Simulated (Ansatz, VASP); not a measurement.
**One calculation of K, two programs**

```
K
1.0
    -2.09673    2.09673    2.09673
     2.09673   -2.09673    2.09673
     2.09673    2.09673   -2.09673
K
1
Cartesian
  0.0000 0.0000 0.0000
```

Change from the starting cell: volume scaled by 0.5, PAW files.

Alike in both runs: task single point; functional PBE; k mesh 10 × 10 × 10; occupations fermi-dirac, width 0.1 eV; no spin polarisation.

```csv
,VASP,Ansatz
version,VASP 6.6.1,Ansatz 0.2.0
potentials or method,"VASP PAW PBE potentials, release 64 (K_sv)","PAW with Ansatz's default frozen-core files, scalar-relativistic"
plane-wave cutoff (eV),520,420
valence electrons in the cell,9,9
```

|  | VASP | Ansatz | Ansatz less VASP |
| --- | --- | --- | --- |
| pressure (GPa) | 8.9 | 8.9 | +0.01 |
